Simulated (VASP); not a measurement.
A run of VASP 6.6.1:

The input INCAR:

```
ALGO     = Normal         # electronic algorithm
EDIFF    = 1E-7           # SCF threshold, eV
EDIFFG   = -0.04          # ionic threshold
ENCUT    = 600            # plane-wave cutoff, eV
GGA      = PE             # functional
IBRION   = 2              # ionic algorithm
ISIF     = 3              # what is computed and relaxed
ISMEAR   = 0              # smearing method
LASPH    = T              # aspherical terms in the spheres
LCHARG   = F              # write CHGCAR
LREAL    = F              # projectors in reciprocal space
LWAVE    = F              # write WAVECAR
NELM     = 60             # most SCF steps
NSW      = 90             # ionic steps
PREC     = Accurate       # precision mode
SIGMA    = 0.1            # smearing width, eV
```

KPOINTS

```
k-points
0
Gamma
  4 4 4
```

File POSCAR:

```
RbZnOs
1.0
    3.9296528800      0.0000000000      0.0000000000
    0.0000000000      3.9296528800      0.0000000000
    0.0000000000      0.0000000000      5.4780995400
Rb Zn Os
1 1 1
Direct
    0.5000000000      0.5000000000      0.0000000000
    0.0000000000      0.0000000000      0.0000000000
    0.5000000000      0.5000000000      0.5000000000
```

Potentials or basis: VASP PAW PBE potentials, release 64 (Rb_sv, Zn, Os).

Launch:

```bash
$ cat potpaw_PBE.64/Rb_sv/POTCAR potpaw_PBE.64/Zn/POTCAR potpaw_PBE.64/Os/POTCAR > POTCAR
$ mpirun -np 1 vasp_std > vasp.out
```

Hardware: 1 thread of Intel(R) Xeon(R) Platinum 8259CL CPU @ 2.50GHz (Skylake/Cascade Lake), on a shared host.

Task: How long does it take, and how much memory?

Result: Wall time 2.3 min on 1 thread of Intel(R) Xeon(R) Platinum 8259CL CPU @ 2.50GHz (Skylake/Cascade Lake), with other jobs on the host, peak memory 0.25 GiB. Counts: scf iterations 63, k points 18, ion steps 5.
